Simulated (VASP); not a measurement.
Write the native input for VASP 6.6.1 that does the following.

```
Task                   : single point
Functional             : PBE
Potentials or basis    : VASP PAW PBE potentials, release 64 (Fe, Co)
Cutoff                 : 600 eV
k mesh                 : 20 × 20 × 20
Occupations            : gaussian, width 0.1 eV
Spin                   : collinear spin, ferromagnetic start
Starting moments       : [3.09, 2.01] μB
Dipole correction      : no
Further INCAR settings : ALGO = Normal; EDIFF = 1e-06; NBANDS = 20
```

The structure of FeCo lies in POSCAR:

```
FeCo
1.0
    2.8448268025      0.0000000000      0.0000000000
    0.0000000000      2.8448268025      0.0000000000
    0.0000000000      0.0000000000      2.8448268025
Fe Co
1 1
Direct
    0.0000000000      0.0000000000      0.0000000000
    0.5000000000      0.5000000000      0.5000000000
```

One way to write it, as run:

INCAR

```
  PREC = Accurate
  ENCUT = 600
  EDIFF = 1E-6
  ISMEAR = 0
  SIGMA = 0.1
  LREAL = False
  LASPH = True
  NELM = 200
  ALGO = Normal
  ISIF = 2
  LWAVE = False
  LCHARG = False
  ISPIN = 2
  MAGMOM = 3.09 2.01
  LORBIT = 11
  LMAXMIX = 4
  GGA = PE
  NBANDS = 20
  GGA_COMPAT = False
```

KPOINTS

```
regular mesh
0
Gamma
  20 20 20
```

Potentials or basis: VASP PAW PBE potentials, release 64 (Fe, Co).

Command:

```sh
$ cat potpaw_PBE.64/Fe/POTCAR potpaw_PBE.64/Co/POTCAR > POTCAR
$ mpirun -np 1 vasp_std > vasp.out
```

Results of the run:

The pressure is -0.5 GPa and the net moment is 4.51 μB per cell. The site moments are Fe +2.77; Co +1.76 μB and the valence electrons inside the program's atomic spheres are Fe 7.15; Co 8.23.

Run time: 4.3 min on 1 thread of Oxide Virtual Turin-like Processor, on a shared host, peak memory 0.33 GiB.
